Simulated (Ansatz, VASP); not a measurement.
SnO: VASP beside Ansatz

POSCAR

```
SnO
1.0
    4.1254991749      0.0000000000      0.0000000000
   -2.0627495874      3.5727870888      0.0000000000
    0.0000000000      0.0000000000      5.1854033114
Sn O
2 2
Direct
    0.3333333333      0.6666666667      0.2500000000
    0.6666666667      0.3333333333      0.7500000000
    0.6666666667      0.3333333333      0.2500000000
    0.3333333333      0.6666666667      0.7500000000
```

File INCAR.step1:

```
SYSTEM = SnO
PREC = Accurate
ENCUT = 520
ISMEAR = 0
SIGMA = 0.01
LREAL = .FALSE.
LASPH = .TRUE.
NELM = 100
NBANDS = 28
GGA = PE
ALGO = Normal
EDIFF = 1E-4
LWAVE = .TRUE.
LCHARG = .FALSE.
```

Contents of INCAR.step2:

```
SYSTEM = SnO
PREC = Accurate
ENCUT = 520
EDIFF = 1E-7
ISMEAR = 0
SIGMA = 0.01
LREAL = .FALSE.
LASPH = .TRUE.
NELM = 100
ALGO = Normal
ISIF = 2
LWAVE = .FALSE.
LCHARG = .FALSE.
METAGGA = R2SCAN
LMIXTAU = .TRUE.
NBANDS = 28
ISTART = 1
```

File KPOINTS:

```
Automatic mesh
0
G
  6 6 4
  0 0 0
```

Input for Ansatz:

```yaml
crystal:
  lattice:
    - [4.1254991749, 0.0, 0.0]
    - [-2.0627495874, 3.5727870888, 0.0]
    - [0.0, 0.0, 5.1854033114]
  atoms:
    - { symbol: Sn, position: [0.3333333333, 0.6666666667, 0.25] }
    - { symbol: Sn, position: [0.6666666667, 0.3333333333, 0.75] }
    - { symbol: O, position: [0.6666666667, 0.3333333333, 0.25] }
    - { symbol: O, position: [0.3333333333, 0.6666666667, 0.75] }
kpoints:
  mp_grid: { grid: [6, 6, 4] }
hamiltonian:
  xc: r2scan
scf:
  occupations: { method: fixed }
  n_extra_bands: 5
output:
  forces: true
  stress: true
  eigenvalues: true
```

Alike in both runs: task single point; functional r2SCAN; k mesh 6 × 6 × 4; no spin polarisation.

```csv
,VASP,Ansatz
version,VASP 6.6.1,Ansatz 0.2.0
potentials or method,"VASP PAW PBE potentials, release 64 (Sn_d, O)","plane waves, PAW"
plane-wave cutoff (eV),520,500
occupations,"gaussian, width 0.01 eV",fixed
valence electrons in the cell,40,40
```

|  | VASP | Ansatz | Ansatz less VASP |
| --- | --- | --- | --- |
| gap on the k mesh at the Fermi level (eV) | 0.57 | 0.58 | +0.004 |
| pressure (GPa) | 0.2 | 0.0 | -0.23 |
| traceless stress, the component that is largest in VASP (GPa) | -0.15 | 0.01 | +0.159 |

VASP's potentials were made for PBE, not for r2SCAN.
